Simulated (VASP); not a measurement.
Write the native input for VASP 6.6.1 that does the following.

| Quantity | Value |
| --- | --- |
| Task | single point |
| Functional | LDA |
| Potentials or basis | VASP PAW LDA potentials, release 64 (Hg) |
| Cutoff | 520 eV |
| k mesh | 8 × 8 × 8 |
| Occupations | fermi-dirac, width 0.136057 eV |
| Spin | no spin polarisation |
| Dipole correction | no |
| Further INCAR settings | ALGO = Normal; EDIFF = 1e-07; NBANDS = 19 |

The structure of Hg lies in POSCAR:

```
Hg
1.0
    0.0000000000      3.2198634254      3.2198634254
    3.2198634254      0.0000000000      3.2198634254
    3.2198634254      3.2198634254      0.0000000000
Hg
2
Direct
    0.0000000000      0.0000000000      0.0000000000
    0.2500000000      0.2500000000      0.2500000000
```

One way to write it, as run:

INCAR

```
ALGO = Normal
EDIFF = 1E-7
ENCUT = 520
ISIF = 2
ISMEAR = -1
LASPH = True
LCHARG = False
LREAL = False
LWAVE = False
NBANDS = 19
NELM = 60
PREC = Accurate
SIGMA = 0.13605693000000002
```

KPOINTS

```
k-points
0
Gamma
  8 8 8
```

Potentials or basis: VASP PAW LDA potentials, release 64 (Hg).

Launch:

```console
$ cat potpaw_LDA.64/Hg/POTCAR > POTCAR
$ mpirun -np 1 vasp_std > vasp.out
```

It gave:

| Quantity | Value |
| --- | --- |
| Pressure | 0.4 GPa |
| Band gap on the k mesh | zero (bands 12 and 13 overlap by 4.04 eV) |

Caveat: spin-orbit coupling is left out, which moves the levels of the heavy elements.

Run time: 42 s on 1 thread of Intel Xeon 8259CL (shared host), peak memory 0.18 GiB.
